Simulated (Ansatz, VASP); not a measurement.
## One calculation of W, two programs

The input INCAR:

```
SYSTEM = W
PREC = Accurate ; ENCUT = 520
EDIFF = 1E-6 ; ISMEAR = 0
SIGMA = 0.15 ; LREAL = .FALSE.
LASPH = .TRUE. ; NELM = 80
ALGO = Fast ; ISIF = 2
LWAVE = .FALSE. ; LCHARG = .TRUE.
GGA = PS ; LELF = .TRUE.
LVHAR = .TRUE. ; NBANDS = 66
LUSENCCL = .FALSE.
```

File KPOINTS:

```
Automatic mesh
0
G
  8 8 8
  0 0 0
```

File POSCAR:

```
W
1.0
    5.0320434148      0.0000000000      0.0000000000
    0.0000000000      5.0320434148      0.0000000000
    0.0000000000      0.0000000000      5.0320434148
W
8
Direct
    0.0012782482      0.0000000000      0.0000000000
    0.5012782482      0.5000000000      0.5000000000
    0.0023417723      0.5000000000      0.2500000000
    0.0023417723      0.5000000000      0.7500000000
    0.2440382072      0.0000000000      0.5000000000
    0.7440382072      0.0000000000      0.5000000000
    0.5023417723      0.7500000000      0.0000000000
    0.5023417723      0.2500000000      0.0000000000
```

Input for Ansatz:

```yaml
crystal:
  lattice:
    - [5.0320434148, 0.0, 0.0]
    - [0.0, 5.0320434148, 0.0]
    - [0.0, 0.0, 5.0320434148]
  atoms:
    - { symbol: W, position: [0.0012782482, 0.0, 0.0] }
    - { symbol: W, position: [0.5012782482, 0.5, 0.5] }
    - { symbol: W, position: [0.0023417723, 0.5, 0.25] }
    - { symbol: W, position: [0.0023417723, 0.5, 0.75] }
    - { symbol: W, position: [0.2440382072, 0.0, 0.5] }
    - { symbol: W, position: [0.7440382072, 0.0, 0.5] }
    - { symbol: W, position: [0.5023417723, 0.75, 0.0] }
    - { symbol: W, position: [0.5023417723, 0.25, 0.0] }
basis:
  ecutwfc: 420
kpoints:
  mp_grid: { grid: [8, 8, 8] }
hamiltonian:
  xc: pbesol
scf:
  occupations: { method: gaussian, width: 0.15 }
output:
  forces: true
  stress: true
  eigenvalues: true
```

Change from the starting cell: mode 4 (100.5 1/cm) frozen in, largest displacement +0.030 Å.

Alike in both runs: task single point; functional PBEsol; k mesh 8 × 8 × 8; occupations gaussian, width 0.15 eV; no spin polarisation.

```csv
,VASP,Ansatz
version,VASP 6.6.1,Ansatz 0.2.0
potentials or method,"VASP PAW PBE potentials, release 64 (W_sv), cutoff 520 eV","scalar-relativistic, plane waves, PAW"
valence electrons in the cell,112,112
```

|  | VASP | Ansatz | Ansatz less VASP |
| --- | --- | --- | --- |
| gap on the k mesh at the Fermi level (eV) | none | none | - |
| pressure (GPa) | 0.8 | 0.0 | -0.75 |
| rms of the force components (eV/Å) | 0.069 | 0.069 | -0.0002 |

VASP's potentials were made for PBE, not for PBEsol. Atom by atom the forces differ by 0.000 eV/Å (rms over components). A gap of «none» marks a metal or a gap that the smearing closes. The functional is the same, so the differences come from potentials, cutoffs and numerics.

Spin-orbit coupling is off throughout.
